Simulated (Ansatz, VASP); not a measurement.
Given: the input of a run of VASP 6.6.1 on AlCo.

INCAR

```
SYSTEM = AlCo
PREC = Accurate
ENCUT = 600
EDIFF = 1E-6
ISMEAR = -1
SIGMA = 0.05
LREAL = .FALSE.
LASPH = .TRUE.
NELM = 200
ALGO = Normal
ISIF = 2
LWAVE = .FALSE.
LCHARG = .FALSE.
ISPIN = 2
MAGMOM = 2.5 0
LORBIT = 11
NUPDOWN = 2.5
LMAXMIX = 4
GGA = PS
NBANDS = 21
GGA_COMPAT = .FALSE.
```

KPOINTS

```
regular mesh
0
G
  8 8 8
  0 0 0
```

The input POSCAR:

```
AlCo
1.0
    2.8194032100      0.0000000000      0.0000000000
    0.0000000000      2.8194032100      0.0000000000
    0.0000000000      0.0000000000      2.8194032100
Co Al
1 1
Direct
    0.5000000000      0.5000000000      0.5000000000
    0.0000000000      0.0000000000      0.0000000000
```

Potentials or basis: VASP PAW PBE potentials, release 64 (Co_sv, Al).

Command:

```sh
$ cat potpaw_PBE.64/Co_sv/POTCAR potpaw_PBE.64/Al/POTCAR > POTCAR
$ mpirun -np 1 vasp_std > vasp.out
```

**Question.** Translate it to Ansatz 0.2.0. Potentials there: Ansatz PAW.

**Answer.** As run (the cutoff follows the program's own potentials):

File input.yaml:

```yaml
crystal:
  lattice:
    - [2.81940321, 0.0, 0.0]
    - [0.0, 2.81940321, 0.0]
    - [0.0, 0.0, 2.81940321]
  atoms:
    - { symbol: Co, position: [0.5, 0.5, 0.5], spin: 2.5 }
    - { symbol: Al, position: [0.0, 0.0, 0.0] }
hamiltonian:
  xc: pbesol
  pseudopotentials: { kind: paw }
magnetization:
  spin_polarized: true
  initial_magnetization: 2.5
  spin_locking: { lock_magnetization: hard }
kpoints:
  mp_grid: { grid: [8, 8, 8] }
scf:
  occupations: { method: fermi_dirac, width: 0.05 }
  lower_state_search: "off"
output:
  forces: true
  stress: true
  eigenvalues: true
```

Potentials or basis: Ansatz PAW.

Run with:

```sh
$ ansatz run input.yaml --threads 2 --pin off --max-ram 5632MiB --backend cpu --events-out ev --progress --plain --runs-dir out
```

Both were run:

|  | VASP | Ansatz | Ansatz less VASP |
| --- | --- | --- | --- |
| net moment per atom (μB) | 1.25 | 1.25 | 0.000 |
| size of the moment on the site where the two differ most (μB) | 1.96 | 2.04 | +0.079 |

VASP's potentials were made for PBE, not for PBEsol. Site moments also hang on the region over which each program counts them. With one functional, cell and mesh, what is left measures potentials, basis and numerics.
